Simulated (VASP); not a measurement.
A run of VASP 6.6.1:

File INCAR:

```
ALGO     = Normal         # electronic algorithm
EDIFF    = 1E-7           # SCF threshold, eV
ENCUT    = 520            # plane-wave cutoff, eV
ISIF     = 2              # what is computed and relaxed
ISMEAR   = 0              # smearing method
LASPH    = T              # aspherical terms in the spheres
LCHARG   = F              # write CHGCAR
LREAL    = F              # projectors in reciprocal space
LWAVE    = F              # write WAVECAR
NBANDS   = 28             # bands
NELM     = 80             # most SCF steps
PREC     = Accurate       # precision mode
SIGMA    = 0.01           # smearing width, eV
```

Contents of KPOINTS:

```
k-points
0
Gamma
  6 6 6
```

Contents of POSCAR:

```
BaTiO3
1.0
    4.0060000000      0.0000000000      0.0000000000
    0.0000000000      4.0060000000      0.0000000000
    0.0000000000      0.0000000000      4.0060000000
Ba Ti O
1 1 3
Direct
    0.5000000000      0.5000000000      0.5000000000
    0.0000000000      0.0000000000      0.0000000000
    0.5000000000      0.0000000000      0.0000000000
    0.0000000000      0.5000000000      0.0000000000
    0.0000000000      0.0000000000      0.5000000000
```

Potentials or basis: VASP PAW LDA potentials, release 64 (Ba_sv, Ti_sv, O).

The run is started by

```bash
$ cat potpaw_LDA.64/Ba_sv/POTCAR potpaw_LDA.64/Ti_sv/POTCAR potpaw_LDA.64/O/POTCAR > POTCAR
$ mpirun -np 1 vasp_std > vasp.out
```

Hardware: 1 thread of Intel(R) Xeon(R) 6975P-C (Granite Rapids), on a shared host.

Problem. How long does it take, and how much memory?

Solution. Wall time 18 s on 1 thread of Intel(R) Xeon(R) 6975P-C (Granite Rapids), on a shared host, peak memory 0.16 GiB. Counts: scf iterations 17, k points 20.
